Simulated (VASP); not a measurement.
# BaTiO3 (Amm2) in VASP: further runs

BaTiO3 is run at these levels: PBE; tasks: single point.

Everything below comes from runs of VASP 6.6.1. Logs are shortened: lines on timing, memory, paths and dates and some standing lists are left out, and cuts for length are marked.

## (1) The cell of the first run

Symmetry: Amm2, No. 38, orthorhombic system. Conventional cell: a = 3.972 Å, b = 5.781 Å, c = 5.832 Å, α = 90.00°, β = 90.00°, γ = 90.00°. Within 3.7 Å of Ba (site symmetry mm2) lie 12 O at 2.77 to 3.06 Å and 8 Ti at 3.45 to 3.61 Å. Ti (site symmetry mm2) has 6 O at 1.85 to 2.27 Å within 2.4 Å. Within 2.9 Å of O (site symmetry mm2) lie 2 Ti at 2.00 Å and 3 Ba at 2.77 to 2.89 Å and 8 O at 2.82 to 2.89 Å. Within 2.4 Å of O (site symmetry m) lie 2 Ti at 1.85 to 2.27 Å.

## (2) Single point, PBE

Contents of INCAR:

```
SYSTEM = BaTiO3
  PREC = Accurate
  ENCUT = 520
  EDIFF = 1E-6
  ISMEAR = 0
  SIGMA = 0.02
  LREAL = .FALSE.
  LASPH = .TRUE.
  NELM = 100
  ALGO = Normal
  ISIF = 2
  LWAVE = .FALSE.
  LCHARG = .FALSE.
  GGA = PE
  NBANDS = 28
```

Contents of KPOINTS:

```
regular mesh
0
G
  8 8 8
  0 0 0
```

Contents of POSCAR:

```
BaTiO3
1.0
    3.9723905801      0.0000000000      0.0000000000
    0.0000000000      2.8905577527      2.9158992921
    0.0000000000     -2.8905577527      2.9158992921
Ba Ti O
1 1 3
Direct
    0.0000000000      0.0115969513      0.0115969513
    0.5000000000      0.5278060053      0.5278060053
    0.0000000000      0.4872863794      0.4872863794
    0.5000000000      0.4931620063      0.9763686577
    0.5000000000      0.9763686577      0.4931620063
```

Potentials or basis: VASP PAW PBE potentials, release 64 (Ba_sv, Ti_sv, O).

Command:

```console
> cat potpaw_PBE.64/Ba_sv/POTCAR potpaw_PBE.64/Ti_sv/POTCAR potpaw_PBE.64/O/POTCAR > POTCAR
> mpirun -np 1 vasp_std > vasp.out
```

OUTCAR:

```text
SYSTEM = BaTiO3
   PREC = Accurate
   ENCUT = 520
   EDIFF = 1E-6
   ISMEAR = 0
   LREAL = .FALSE.
   LASPH = .TRUE.
   NELM = 100
   ISIF = 2
   GGA = PE

 ion  position               nearest neighbor table
   1  0.000  0.012  0.012-   3 2.77   4 2.81   5 2.81   4 2.81   5 2.81   3 2.89   3 2.89   5 2.92
                             4 2.92   5 2.92   4 2.92   3 3.06   2 3.45   2 3.45   2 3.51   2 3.51
   2  0.500  0.528  0.528-   4 1.85   5 1.85   3 2.00   3 2.00   5 2.27   4 2.27   1 3.45   1 3.45
                             1 3.51   1 3.51   1 3.51   1 3.51   1 3.61   1 3.61
   3  0.000  0.487  0.487-   2 2.00   2 2.00   1 2.77   1 2.89   1 2.89   1 3.06
   4  0.500  0.493  0.976-   2 1.85   2 2.27   1 2.81   1 2.81   1 2.92   1 2.92
   5  0.500  0.976  0.493-   2 1.85   2 2.27   1 2.81   1 2.81   1 2.92   1 2.92

  LATTYP: Found a base centered orthorhombic cell.
 ALAT       =     5.7811155054
 B/A-ratio  =     1.0087670068
 C/A-ratio  =     0.6871321938

  Lattice vectors:

 A1 = (   0.0000000000,   2.8905577527,  -2.9158992921)
 A2 = (   0.0000000000,   2.8905577527,   2.9158992921)
 A3 = (   3.9723905801,   0.0000000000,   0.0000000000)

Analysis of symmetry for initial positions (statically):
=====================================================================
 Subroutine PRICEL returns:
 Original cell was already a primitive cell.

 Routine SETGRP: Setting up the symmetry group for a
 base centered orthorhombic supercell.

 Subroutine GETGRP returns: Found  4 space group operations
 (whereof  4 operations were pure point group operations)
 out of a pool of  8 trial point group operations.

The static configuration has the point symmetry C_2v.

Analysis of symmetry for dynamics (positions and initial velocities):
=====================================================================
 Subroutine PRICEL returns:
 Original cell was already a primitive cell.

 Routine SETGRP: Setting up the symmetry group for a
 base centered orthorhombic supercell.

 Subroutine GETGRP returns: Found  4 space group operations
 (whereof  4 operations were pure point group operations)
 out of a pool of  8 trial point group operations.

The dynamic configuration has the point symmetry C_2v.

 Subroutine INISYM returns: Found  4 space group operations
 (whereof  4 operations are pure point group operations),
 and found     1 'primitive' translations

----------------------------------------------------------------------------------------

                                     Primitive cell

  volume of cell :      66.9632

  direct lattice vectors                    reciprocal lattice vectors
     3.972390580  0.000000000  0.000000000     0.251737582  0.000000000  0.000000000
     0.000000000  2.890557753  2.915899292     0.000000000  0.172976997  0.171473686
     0.000000000 -2.890557753  2.915899292     0.000000000 -0.172976997  0.171473686

  length of vectors
     3.972390580  4.105824254  4.105824254     0.251737582  0.243565734  0.243565734

  position of ions in fractional coordinates (direct lattice)
     0.000000000  0.011596951  0.011596951
     0.500000000  0.527806005  0.527806005
     0.000000000  0.487286379  0.487286379
     0.500000000  0.493162006  0.976368658
     0.500000000  0.976368658  0.493162006

  ion indices of the primitive-cell ions
   primitive index   ion index
                 1           1
                 2           2
                 3           3
                 4           4
                 5           5

----------------------------------------------------------------------------------------

 KPOINTS: regular mesh

Automatic generation of k-mesh.
 Grid dimensions read from file:
 generate k-points for:    8    8    8

 Generating k-lattice:

  Cartesian coordinates                     Fractional coordinates (reciprocal lattice)
     0.031467198  0.000000000  0.000000000     0.125000000  0.000000000  0.000000000
     0.000000000  0.021622125  0.021434211     0.000000000  0.125000000 -0.000000000
     0.000000000 -0.021622125  0.021434211     0.000000000 -0.000000000  0.125000000

  Length of vectors
     0.031467198  0.030445717  0.030445717

  Shift w.r.t. Gamma in fractional coordinates (k-lattice)
     0.000000000  0.000000000  0.000000000

 Subroutine IBZKPT returns following result:
 ===========================================

 Found    105 irreducible k-points:

 Following reciprocal coordinates:
            Coordinates               Weight
  0.000000  0.000000  0.000000      1.000000
  0.125000  0.000000  0.000000      2.000000
  0.250000  0.000000  0.000000      2.000000
  0.375000  0.000000  0.000000      2.000000
  0.500000  0.000000  0.000000      1.000000
  0.000000  0.125000  0.000000      4.000000
[... 16 lines left out ...]
  0.250000  0.500000  0.000000      4.000000
  0.375000  0.500000  0.000000      4.000000
 [... further k-points ...]
   k-points           NKPTS =    105   k-points in BZ     NKDIM =    105   number of bands    NBANDS=     28
   number of dos      NEDOS =    301   number of ions     NIONS =      5
   total plane-waves  NPLWV =  30720
   dimension x,y,z NGX =    30 NGY =   32 NGZ =   32
   dimension x,y,z NGXF=    60 NGYF=   64 NGZF=   64
   ions per type =               1   1   3
   NGX,Y,Z   is equivalent  to a cutoff of  12.56, 12.96, 12.96 a.u.
   NGXF,Y,Z  is equivalent  to a cutoff of  25.11, 25.91, 25.91 a.u.
 SYSTEM =  BaTiO3
   PREC   = accura    normal or accurate (medium, high low for compatibility)
   ISTART =      0    job   : 0-new  1-cont  2-samecut
   ICHARG =      2    charge: 1-file 2-atom 10-const
   ISPIN  =      1    spin polarized calculation?
   LNONCOLLINEAR =      F non collinear calculations
   LSORBIT =      F    spin-orbit coupling
   LASPH  =      T    aspherical Exc in radial PAW
   ENCUT  =  520.0 eV  38.22 Ry    6.18 a.u.   7.39  7.63  7.63*2*pi/ulx,y,z
   NELM   =    100;   NELMIN=  2; NELMDL= -5     # of ELM steps
   EDIFF  = 0.1E-05   stopping-criterion for ELM
   LREAL  =      F    real-space projection
   EDIFFG = 0.1E-04   stopping-criterion for IOM
   NSW    =      0    number of steps for IOM
   IBRION =     -1    ionic relax: 0-MD 1-quasi-New 2-CG
   NFREE  =      0    steps in history (QN), initial steepest desc. (CG)
   ISIF   =      2    stress and relaxation
   ISYM   =      2    0-nonsym 1-usesym 2-fastsym
   POTIM  = 0.5000    time-step for ionic-motion
   TEBEG  =    0.0;   TEEND  =   0.0 temperature during run
   PSTRESS=    0.0 pullay stress
   NELECT =      40.0000    total number of electrons
   NUPDOWN=      -1.0000    fix difference up-down
   EMIN   =  10.00;   EMAX   =-10.00  energy-range for DOS
   EFERMI =   0.00;   METHOD = LEGACY
   ISMEAR =     0;   SIGMA  =   0.02  broadening in eV -4-tet -1-fermi 0-gaus
   EFERMI_NEDOS =   21; number of points for ismear=-14 and -15
   IALGO  =     38    algorithm
   IMIX   =      4    mixing-type and parameters
     AMIX     =   0.40;   BMIX     =  1.00
     AMIX_MAG =   1.60;   BMIX_MAG =  1.00
  volume/ion in A,a.u.               =      13.39        90.38
  Fermi-wavevector in a.u.,A,eV,Ry     =   1.378741  2.605443 25.863691  1.900928
  Thomas-Fermi vector in A             =   2.503775
   LORBIT       =      0    0 simple, 1 ext, 2 COOP (PROOUT), +10 PAW based schemes
   GGA     = PE    functional components
   LHFCALC =     F    Hartree Fock is set to
   AEXX    =    0.0000 exact exchange contribution
   IVDW    =     0    specifies the selected vdW correction
   LEPSILON=     F    determine dielectric tensor
   LRPA    =     F    only Hartree local field effects (RPA)
 non-spin polarized calculation
 Gauss-broadening in eV      SIGMA  =   0.02
  energy-cutoff  :      520.00
  volume of cell :       66.96
 maximum number of plane-waves:      1823
 NGX is ok and might be reduce to    30
   NGX = 15   NGY = 15   NGZ = 15

 number of electron      39.9999986 magnetization

 Free energy of the ion-electron system (eV)
  ---------------------------------------------------
  ext. energy  EPLUGINS =         0.00000000
  ---------------------------------------------------
  free energy    TOTEN  =       -40.05255695 eV

  energy without entropy =      -40.05255695  energy(sigma->0) =      -40.05255695

 E-fermi :   3.7675     XC(G=0): -11.0027

 val. band max:        3.5017716270   @ k =   0.5000   0.5000   0.5000
 cond. band min:       5.8497946177   @ k =   0.0000   0.0000   0.0000
 fundamental gap:      2.3480229907
 Fermi energy:         3.7675374204

 k-point     1 :       0.0000    0.0000    0.0000
  band No.  band energies     occupation
      1     -52.8741      2.00000
      2     -29.1564      2.00000
      3     -29.1548      2.00000
      4     -29.0706      2.00000
      5     -21.4813      2.00000
      6     -13.2825      2.00000
[... 20 lines left out ...]
     27       8.6757      0.00000
     28      10.3269      0.00000

 k-point     2 :       0.1250    0.0000    0.0000
  band No.  band energies     occupation
      1     -52.8740      2.00000
      2     -29.1560      2.00000
      3     -29.1545      2.00000
      4     -29.0787      2.00000
      5     -21.4655      2.00000
      6     -13.2839      2.00000
[... 20 lines left out ...]
     27       8.9613      0.00000
     28      10.7107      0.00000

 k-point     3 :       0.2500    0.0000    0.0000
  band No.  band energies     occupation
      1     -52.8736      2.00000
      2     -29.1553      2.00000
      3     -29.1537      2.00000
      4     -29.0983      2.00000
      5     -21.4268      2.00000
      6     -13.3277      2.00000
[... 20 lines left out ...]
     27       9.6436      0.00000
     28      11.6040      0.00000

 k-point     4 :       0.3750    0.0000    0.0000
  band No.  band energies     occupation
      1     -52.8732      2.00000
      2     -29.1544      2.00000
      3     -29.1530      2.00000
      4     -29.1178      2.00000
      5     -21.3874      2.00000
      6     -13.4112      2.00000
[... 20 lines left out ...]
     27      10.4575      0.00000
     28      11.5414      0.00000

 k-point     5 :       0.5000    0.0000    0.0000
  band No.  band energies     occupation
      1     -52.8730      2.00000
      2     -29.1541      2.00000
      3     -29.1526      2.00000
      4     -29.1259      2.00000
      5     -21.3708      2.00000
      6     -13.4527      2.00000
[... 20 lines left out ...]
     27      10.9350      0.00000
     28      11.5066      0.00000

 k-point     6 :       0.0000    0.1250    0.0000
  band No.  band energies     occupation
      1     -52.8740      2.00000
      2     -29.1613      2.00000
      3     -29.1552      2.00000
      4     -29.0704      2.00000
      5     -21.4688      2.00000
      6     -13.2863      2.00000
[... 463 lines left out ...]
      5     -21.3947      2.00000
      6     -13.4407      2.00000
[... 20 lines left out ...]
     27      10.7917      0.00000
     28      11.5659      0.00000

 k-point    22 :       0.1250    0.5000    0.0000
  band No.  band energies     occupation
      1     -52.8733      2.00000
      2     -29.1932      2.00000
      3     -29.1538      2.00000
      4     -29.0772      2.00000
      5     -21.3835      2.00000
      6     -13.3732      2.00000
[... 20 lines left out ...]
     27      11.0354      0.00000
     28      11.7662      0.00000

 k-point    23 :       0.2500    0.5000    0.0000
  band No.  band energies     occupation
      1     -52.8729      2.00000
      2     -29.1920      2.00000
      3     -29.1530      2.00000
      4     -29.0964      2.00000
      5     -21.3562      2.00000
      6     -13.2024      2.00000
[... 20 lines left out ...]
     27      11.6365      0.00000
     28      11.9433      0.00000

 k-point    24 :       0.3750    0.5000    0.0000
  band No.  band energies     occupation
      1     -52.8725      2.00000
      2     -29.1908      2.00000
      3     -29.1523      2.00000
      4     -29.1154      2.00000
      5     -21.3285      2.00000
      6     -13.0159      2.00000
[... 20 lines left out ...]
     27      11.3602      0.00000
     28      12.6620      0.00000

 [... further k-points ...]

------------------------ aborting loop because EDIFF is reached ----------------------------------------

  FORCE on cell =-STRESS in cart. coord.  units (eV):
  Direction    XX          YY          ZZ          XY          YZ          ZX
  --------------------------------------------------------------------------------------
  -------------------------------------------------------------------------------------
  Total        0.6417166      0.6840025      0.6565733      0.0000000      0.0000000      0.0000000
  in kB       15.3538651     16.3656075     15.7093304      0.0000000      0.0000000      0.0000000
  external PRESSURE =      15.8096010 kB  Pullay stress =       0.0000000 kB

 VOLUME and BASIS-vectors are now :
 -----------------------------------------------------------------------------
  energy-cutoff  :      520.00
  volume of cell :       66.96
      direct lattice vectors                 reciprocal lattice vectors
     3.972390580  0.000000000  0.000000000     0.251737582  0.000000000  0.000000000
     0.000000000  2.890557753  2.915899292     0.000000000  0.172976997  0.171473686
     0.000000000 -2.890557753  2.915899292     0.000000000 -0.172976997  0.171473686

 POSITION                                       TOTAL-FORCE (eV/Angst)
 -----------------------------------------------------------------------------------
      0.00000      0.00000      0.06763         0.000000      0.000000     -0.046386
      1.98620      0.00000      3.07806         0.000000      0.000000     -0.090611
      0.00000      0.00000      2.84176         0.000000      0.000000      0.020373
      1.98620     -1.39674      4.28500         0.000000     -0.034861      0.058312
      1.98620      1.39674      4.28500         0.000000      0.034861      0.058312
 -----------------------------------------------------------------------------------
    total drift:                                0.000000      0.000000      0.000158

  FREE ENERGIE OF THE ION-ELECTRON SYSTEM (eV)
  ---------------------------------------------------
  free  energy   TOTEN  =       -40.0525569498 eV

  energy  without entropy=      -40.0525569498  energy(sigma->0) =      -40.05255695
```

Run time: 1.7 min. Hardware: 1 thread of Intel Xeon 6975P-C (Granite Rapids), shared host; peak memory 0.31 GiB.

Results:

```yaml
Free_energy: -40.0526 eV
Pressure: 1.6 GPa
Largest_force: 0.091 eV/Å
Band_gap_on_the_k_mesh: 2.35 eV (least direct gap 2.89 eV)
```

Forces on the atoms (eV/Å):
```
Ba   0.000  0.000 -0.046
Ti   0.000  0.000 -0.091
O    0.000  0.000  0.020
O    0.000 -0.035  0.058
O    0.000  0.035  0.058
```

Stress tensor (GPa, compression positive):
```
1.54 0.00 0.00
0.00 1.64 0.00
0.00 0.00 1.57
```

Caveat: spin-orbit coupling is left out, which moves the levels of the heavy elements.

## (3) Single point, PBE

Contents of INCAR:

```
ALGO = Normal
EDIFF = 1E-6
ENCUT = 520
GGA = PE
ISIF = 2
ISMEAR = 0
LASPH = True
LCHARG = True
LELF = True
LREAL = False
LVHAR = True
LWAVE = False
NBANDS = 28
NELM = 80
PREC = Accurate
SIGMA = 0.02
```

Contents of KPOINTS:

```
k-points
0
Gamma
  8 8 8
```

POSCAR is that of step 2.

Potentials or basis: VASP PAW PBE potentials, release 64 (Ba_sv, Ti_sv, O).

Command:

```console
> cat potpaw_PBE.64/Ba_sv/POTCAR potpaw_PBE.64/Ti_sv/POTCAR potpaw_PBE.64/O/POTCAR > POTCAR
> mpirun -np 1 vasp_std > vasp.out
```

OUTCAR:

```text
EDIFF = 1E-6
   ENCUT = 520
   GGA = PE
   ISIF = 2
   ISMEAR = 0
   LASPH = True
   LREAL = False
   NELM = 80
   PREC = Accurate

 ion  position               nearest neighbor table
   1  0.000  0.012  0.012-   3 2.77   4 2.81   5 2.81   4 2.81   5 2.81   3 2.89   3 2.89   5 2.92
                             4 2.92   5 2.92   4 2.92   3 3.06   2 3.45   2 3.45   2 3.51   2 3.51
   2  0.500  0.528  0.528-   4 1.85   5 1.85   3 2.00   3 2.00   5 2.27   4 2.27   1 3.45   1 3.45
                             1 3.51   1 3.51   1 3.51   1 3.51   1 3.61   1 3.61
   3  0.000  0.487  0.487-   2 2.00   2 2.00   1 2.77   1 2.89   1 2.89   1 3.06
   4  0.500  0.493  0.976-   2 1.85   2 2.27   1 2.81   1 2.81   1 2.92   1 2.92
   5  0.500  0.976  0.493-   2 1.85   2 2.27   1 2.81   1 2.81   1 2.92   1 2.92

  LATTYP: Found a base centered orthorhombic cell.
 ALAT       =     5.7811155054
 B/A-ratio  =     1.0087670068
 C/A-ratio  =     0.6871321938

  Lattice vectors:

 A1 = (   0.0000000000,   2.8905577527,  -2.9158992921)
 A2 = (   0.0000000000,   2.8905577527,   2.9158992921)
 A3 = (   3.9723905801,   0.0000000000,   0.0000000000)

Analysis of symmetry for initial positions (statically):
[... 184 lines left out ...]
 fundamental gap:      2.3480229907
 Fermi energy:         3.7675374204

 k-point     1 :       0.0000    0.0000    0.0000
  band No.  band energies     occupation
      1     -52.8741      2.00000
      2     -29.1564      2.00000
      3     -29.1548      2.00000
      4     -29.0706      2.00000
      5     -21.4813      2.00000
      6     -13.2825      2.00000
[... 733 lines left out ...]
     27      11.3602      0.00000
     28      12.6620      0.00000

 [... further k-points ...]

------------------------ aborting loop because EDIFF is reached ----------------------------------------

  FORCE on cell =-STRESS in cart. coord.  units (eV):
  Direction    XX          YY          ZZ          XY          YZ          ZX
  --------------------------------------------------------------------------------------
  -------------------------------------------------------------------------------------
  Total        0.6417166      0.6840025      0.6565733      0.0000000      0.0000000      0.0000000
  in kB       15.3538651     16.3656075     15.7093304      0.0000000      0.0000000      0.0000000
  external PRESSURE =      15.8096010 kB  Pullay stress =       0.0000000 kB

 VOLUME and BASIS-vectors are now :
 -----------------------------------------------------------------------------
  energy-cutoff  :      520.00
  volume of cell :       66.96
      direct lattice vectors                 reciprocal lattice vectors
     3.972390580  0.000000000  0.000000000     0.251737582  0.000000000  0.000000000
     0.000000000  2.890557753  2.915899292     0.000000000  0.172976997  0.171473686
     0.000000000 -2.890557753  2.915899292     0.000000000 -0.172976997  0.171473686

 POSITION                                       TOTAL-FORCE (eV/Angst)
 -----------------------------------------------------------------------------------
      0.00000      0.00000      0.06763         0.000000      0.000000     -0.046386
      1.98620      0.00000      3.07806         0.000000      0.000000     -0.090611
      0.00000      0.00000      2.84176         0.000000      0.000000      0.020373
      1.98620     -1.39674      4.28500         0.000000     -0.034861      0.058312
      1.98620      1.39674      4.28500         0.000000      0.034861      0.058312
 -----------------------------------------------------------------------------------
    total drift:                                0.000000      0.000000      0.000158

  FREE ENERGIE OF THE ION-ELECTRON SYSTEM (eV)
  ---------------------------------------------------
  free  energy   TOTEN  =       -40.0525569498 eV

  energy  without entropy=      -40.0525569498  energy(sigma->0) =      -40.05255695
```

Run time: 93 s. Hardware: 1 thread of Intel Xeon 6975P-C (Granite Rapids), shared host; peak memory 0.32 GiB.

Results:

- Free energy: -40.0526 eV
- Pressure: 1.6 GPa
- Largest force: 0.091 eV/Å
- Band gap on the k mesh: 2.35 eV (least direct gap 2.89 eV)

Forces on the atoms (eV/Å):
```
Ba   0.000  0.000 -0.046
Ti   0.000  0.000 -0.091
O    0.000  0.000  0.020
O    0.000 -0.035  0.058
O    0.000  0.035  0.058
```

Caveat: spin-orbit coupling is left out, which moves the levels of the heavy elements.
